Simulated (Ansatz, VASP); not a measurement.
# Two plane-wave programs on NaCl

Contents of INCAR:

```
SYSTEM = NaCl
ALGO     = Normal         ! electronic algorithm
EDIFF    = 1E-7           ! SCF threshold, eV
ENCUT    = 520            ! plane-wave cutoff, eV
ISIF     = 2              ! what is computed and relaxed
ISMEAR   = 0              ! smearing method
LASPH    = .True.         ! aspherical terms in the spheres
LCHARG   = .True.         ! write CHGCAR
LELF     = .True.         ! ELF
LREAL    = .False.        ! projectors in reciprocal space
LVHAR    = .True.       
LWAVE    = .False.        ! write WAVECAR
NBANDS   = 14             ! bands
NELM     = 60             ! most SCF steps
PREC     = Accurate       ! precision mode
SIGMA    = 0.05           ! smearing width, eV
```

File KPOINTS:

```
k-points
0
Gamma
  6 6 6
  0 0 0
```

POSCAR

```
NaCl
1.0
    3.5021900000      0.0000000000      0.0000000000
    0.0000000000      3.5021900000      0.0000000000
    0.0000000000      0.0000000000      3.5021900000
Na Cl
1 1
Direct
    0.0000000000      0.0000000000      0.0000000000
    0.4876359449      0.4876359449      0.4876359449
```

Input for Ansatz:

```yaml
crystal:
  lattice:
    - [3.50219, 0.0, 0.0]
    - [0.0, 3.50219, 0.0]
    - [0.0, 0.0, 3.50219]
  atoms:
    - { symbol: Na, position: [0.0, 0.0, 0.0] }
    - { symbol: Cl, position: [0.4876359449, 0.4876359449, 0.4876359449] }
basis:
  ecutwfc: 420
kpoints:
  mp_grid: { grid: [6, 6, 6] }
hamiltonian:
  xc: lda
scf:
  occupations: { method: gaussian, width: 0.05 }
output:
  forces: true
  stress: true
  eigenvalues: true
```

Change from the starting cell: all Cl atoms moved +0.075 Å, as atom 2 towards its neighbour atom 1 (Na) at 3.033 Å.

Alike in both runs: task single point; functional LDA; k mesh 6 × 6 × 6; occupations gaussian, width 0.05 eV; no spin polarisation.

|  | VASP | Ansatz |
| --- | --- | --- |
| version | VASP 6.6.1 | Ansatz 0.2.0 |
| potentials or method | VASP PAW LDA potentials, release 64 (Na_pv, Cl), cutoff 520 eV | scalar-relativistic, plane waves, PAW |
| valence electrons in the cell | 14 | 16 |

|  | VASP | Ansatz | Ansatz less VASP |
| --- | --- | --- | --- |
| gap on the k mesh at the Fermi level (eV) | 3.61 | 3.60 | -0.006 |
| least direct gap on the mesh (eV) | 4.12 | 4.11 | -0.007 |
| pressure (GPa) | -3.1 | -3.0 | +0.04 |
| rms of the force components (eV/Å) | 0.005 | 0.005 | -0.0004 |

LDA's correlation is that of Perdew and Zunger in VASP and of Perdew and Wang (1992) in Ansatz. Atom by atom the forces differ by 0.000 eV/Å (rms over components). VASP's potentials hold 14 valence electrons a cell and Ansatz's 16, so a difference there can come from the potentials and not from the codes.
